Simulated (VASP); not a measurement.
# Li (Cmce) in VASP: single point with PBE

Aim: the single point of Li with PBE.

Everything below comes from runs of VASP 6.6.1. Logs are shortened: lines on timing, memory, paths and dates and some standing lists are left out, and cuts for length are marked.

### 1 The cell of the first run

The typed cell holds 4 atoms: a = 3.197 Å, b = 3.197 Å, c = 7.812 Å, α = 90.00°, β = 90.00°, γ = 89.39°.

### 2 Single point, PBE

INCAR reads:

```
SYSTEM = Li
ALGO = Normal
EDIFF = 1E-6
ENCUT = 520
GGA = PE
ISIF = 2
ISMEAR = 0
LASPH = .True.
LCHARG = .False.
LREAL = .False.
LWAVE = .False.
NBANDS = 14
NELM = 60
PREC = Accurate
SIGMA = 0.1
```

KPOINTS reads:

```
k-points
0
Gamma
  6 6 2
  0 0 0
```

POSCAR reads:

```
Li
1.0
    2.2725468902     -2.2485535563      0.0000000000
    2.2725468902      2.2485535563      0.0000000000
    0.0000000000      0.0000000000      7.8118129973
Li
4
Direct
    0.7499128955      0.2500871045      0.1249695742
    0.7500871045      0.2499128955      0.6249695742
    0.2500871045      0.7499128955      0.8750304258
    0.2499128955      0.7500871045      0.3750304258
```

Potentials or basis: VASP PAW PBE potentials, release 64 (Li_sv).

Command:

```bash
$ cat potpaw_PBE.64/Li_sv/POTCAR > POTCAR
$ mpirun -np 1 vasp_std > vasp.out
```

OUTCAR:

```text
SYSTEM = Li
   EDIFF = 1E-6
   ENCUT = 520
   GGA = PE
   ISIF = 2
   ISMEAR = 0
   LASPH = .True.
   LREAL = .False.
   NELM = 60
   PREC = Accurate

 ion  position               nearest neighbor table
   1  0.750  0.250  0.125-
   2  0.750  0.250  0.625-
   3  0.250  0.750  0.875-
   4  0.250  0.750  0.375-

  LATTYP: Found a base centered orthorhombic cell.
 ALAT       =     4.4971071126
 B/A-ratio  =     1.0106705637
 C/A-ratio  =     1.7370751467

  Lattice vectors:

 A1 = (  -2.2725468902,  -2.2485535563,   0.0000000000)
 A2 = (   2.2725468902,  -2.2485535563,   0.0000000000)
 A3 = (   0.0000000000,   0.0000000000,   7.8118129973)

Analysis of symmetry for initial positions (statically):
=====================================================================
 Subroutine PRICEL returns:
 Original cell was already a primitive cell.

 Routine SETGRP: Setting up the symmetry group for a
 base centered orthorhombic supercell.

 Subroutine GETGRP returns: Found  8 space group operations
 (whereof  4 operations were pure point group operations)
 out of a pool of  8 trial point group operations.

The static configuration has the point symmetry C_2h.
 The point group associated with its full space group is D_2h.

Analysis of symmetry for dynamics (positions and initial velocities):
=====================================================================
 Subroutine PRICEL returns:
 Original cell was already a primitive cell.

 Routine SETGRP: Setting up the symmetry group for a
 base centered orthorhombic supercell.

 Subroutine GETGRP returns: Found  8 space group operations
 (whereof  4 operations were pure point group operations)
 out of a pool of  8 trial point group operations.

The dynamic configuration has the point symmetry C_2h.
 The point group associated with its full space group is D_2h.

 Subroutine INISYM returns: Found  8 space group operations
 (whereof  4 operations are pure point group operations),
 and found     1 'primitive' translations

----------------------------------------------------------------------------------------

                                     Primitive cell

  volume of cell :      79.8358

  direct lattice vectors                    reciprocal lattice vectors
     2.272546890 -2.248553556  0.000000000     0.220017462 -0.222365173  0.000000000
     2.272546890  2.248553556  0.000000000     0.220017462  0.222365173  0.000000000
     0.000000000  0.000000000  7.811812997     0.000000000  0.000000000  0.128011257

  length of vectors
[... 93 lines left out ...]
   ISYM   =      2    0-nonsym 1-usesym 2-fastsym
   POTIM  = 0.5000    time-step for ionic-motion
   TEBEG  =    0.0;   TEEND  =   0.0 temperature during run
   PSTRESS=    0.0 pullay stress
   NELECT =      12.0000    total number of electrons
   NUPDOWN=      -1.0000    fix difference up-down
   EMIN   =  10.00;   EMAX   =-10.00  energy-range for DOS
   EFERMI =   0.00;   METHOD = LEGACY
   ISMEAR =     0;   SIGMA  =   0.10  broadening in eV -4-tet -1-fermi 0-gaus
   EFERMI_NEDOS =   21; number of points for ismear=-14 and -15
   IALGO  =     38    algorithm
   IMIX   =      4    mixing-type and parameters
     AMIX     =   0.40;   BMIX     =  1.00
     AMIX_MAG =   1.60;   BMIX_MAG =  1.00
  volume/ion in A,a.u.               =      19.96       134.69
  Fermi-wavevector in a.u.,A,eV,Ry     =   0.870434  1.644882 10.308531  0.757656
  Thomas-Fermi vector in A             =   1.989399
   LORBIT       =      0    0 simple, 1 ext, 2 COOP (PROOUT), +10 PAW based schemes
   GGA     = PE    functional components
   LHFCALC =     F    Hartree Fock is set to
   AEXX    =    0.0000 exact exchange contribution
   IVDW    =     0    specifies the selected vdW correction
   LEPSILON=     F    determine dielectric tensor
   LRPA    =     F    only Hartree local field effects (RPA)
 non-spin polarized calculation
 Gauss-broadening in eV      SIGMA  =   0.10
  energy-cutoff  :      520.00
  volume of cell :       79.84
 maximum number of plane-waves:      2172
   NGX = 11   NGY = 11   NGZ = 29

 number of electron      11.9999970 magnetization

 Free energy of the ion-electron system (eV)
  ---------------------------------------------------
  ext. energy  EPLUGINS =         0.00000000
  ---------------------------------------------------
  free energy    TOTEN  =        -7.65441232 eV

  energy without entropy =       -7.64083348  energy(sigma->0) =       -7.64762290

 E-fermi :   0.5110     XC(G=0):  -7.0820

 val. band max:        0.5012174462   @ k =   0.5000   0.1667   0.5000
 cond. band min:       0.5376181986   @ k =   0.5000   0.1667   0.5000
 fundamental gap:      0.0364007524
 Fermi energy:         0.5110427528

 k-point     1 :       0.0000    0.0000    0.0000
  band No.  band energies     occupation
      1     -45.8368      2.00000
      2     -45.8207      2.00000
      3     -45.8207      2.00000
      4     -45.8053      2.00000
      5      -2.9117      2.00000
      6      -1.0565      2.00000
      7      -1.0565      2.00000
      8       3.6518      0.00000
      9       6.7648      0.00000
     10       7.8286      0.00000
     11       7.8853      0.00000
     12      10.0769      0.00000
     13      10.1524      0.00000
     14      10.1577      0.00000
[... 377 lines left out ...]
      1     -45.8149      2.00000
      2     -45.8149      2.00000
      3     -45.8142      2.00000
      4     -45.8142      2.00000
      5       1.3852      0.00000
      6       1.3852      0.00000
      7       1.4652      0.00000
      8       1.4652      0.00000
      9       5.2889      0.00000
     10       5.2889      0.00000
     11       5.3157      0.00000
     12       5.3157      0.00000
     13       7.4698      0.00000
     14       7.4989      0.00000

 [... further k-points ...]
[... 5 lines left out ...]
  --------------------------------------------------------------------------------------
  -------------------------------------------------------------------------------------
  Total        0.0169470      0.0495443      0.0820486      0.0000000      0.0000000      0.0000000
  in kB        0.3400984      0.9942755      1.6465830      0.0000000      0.0000000      0.0000000
  external PRESSURE =       0.9936523 kB  Pullay stress =       0.0000000 kB

 VOLUME and BASIS-vectors are now :
 -----------------------------------------------------------------------------
  energy-cutoff  :      520.00
  volume of cell :       79.84
      direct lattice vectors                 reciprocal lattice vectors
     2.272546890 -2.248553556  0.000000000     0.220017462 -0.222365173  0.000000000
     2.272546890  2.248553556  0.000000000     0.220017462  0.222365173  0.000000000
     0.000000000  0.000000000  7.811812997     0.000000000  0.000000000  0.128011257

 POSITION                                       TOTAL-FORCE (eV/Angst)
 -----------------------------------------------------------------------------------
      2.27255     -1.12389      0.97624         0.000000     -0.000316      0.000834
      2.27255     -1.12467      4.88215         0.000000      0.000316      0.000834
      2.27255      1.12389      6.83557         0.000000      0.000316     -0.000834
      2.27255      1.12467      2.92967         0.000000     -0.000316     -0.000834
 -----------------------------------------------------------------------------------
    total drift:                                0.000000     -0.000000      0.000000

  FREE ENERGIE OF THE ION-ELECTRON SYSTEM (eV)
  ---------------------------------------------------
  free  energy   TOTEN  =        -7.6544123169 eV

  energy  without entropy=       -7.6408334839  energy(sigma->0) =       -7.64762290
```

OSZICAR:

```text
N       E                     dE             d eps       ncg     rms          rms(c)
DAV:   1     0.514155024642E+02    0.51416E+02   -0.56870E+03   728   0.849E+02
DAV:   2     0.498255057245E+01   -0.46433E+02   -0.44895E+02   832   0.206E+02
DAV:   3    -0.732006291355E+01   -0.12303E+02   -0.12153E+02  1408   0.518E+01
DAV:   4    -0.764130464421E+01   -0.32124E+00   -0.32096E+00   942   0.149E+01
DAV:   5    -0.766048237775E+01   -0.19178E-01   -0.19177E-01  1134   0.234E+00    0.417E-01
DAV:   6    -0.765630051607E+01    0.41819E-02   -0.34184E-03  1168   0.370E-01    0.246E-01
DAV:   7    -0.765441652189E+01    0.18840E-02   -0.45136E-03  1450   0.282E-01    0.708E-02
DAV:   8    -0.765448700638E+01   -0.70484E-04   -0.32453E-04  1200   0.142E-01    0.129E-01
DAV:   9    -0.765441008869E+01    0.76918E-04   -0.17840E-04  1232   0.101E-01    0.282E-03
DAV:  10    -0.765441283066E+01   -0.27420E-05   -0.15456E-05  1022   0.330E-02    0.128E-03
DAV:  11    -0.765441231694E+01    0.51372E-06   -0.58374E-07   758   0.576E-03
   1 F= -.76544123E+01 E0= -.76476229E+01  d E =-.135788E-01
```

stdout:

```text
POSCAR found type information on POSCAR Li
 POSCAR found :  1 types and       4 ions
 scaLAPACK will be used
 LDA part: xc-table for (Slater+PW92), standard interpolation
 POSCAR, INCAR and KPOINTS ok, starting setup
 FFT: planning ... GRIDC
 FFT: planning ... GRID_SOFT
 FFT: planning ... GRID
 WAVECAR not read
 entering main loop
```

Wall time 13 s (1 thread of Intel Xeon Platinum 8488C (Sapphire Rapids), shared host); peak memory 0.17 GiB.

What came out:

```yaml
Free_energy: -7.6544 eV
Band_gap_on_the_k_mesh: zero (band 6 reaches 2.16 eV, above the bottom of band 7 at -1.06 eV)
```

Caveat: the k points lie up to 0.40 Å⁻¹ apart; the cutoff is under 1.25 times the usual one of these potentials, so pressure, stress and relaxed cells hold a basis-set (Pulay) error.
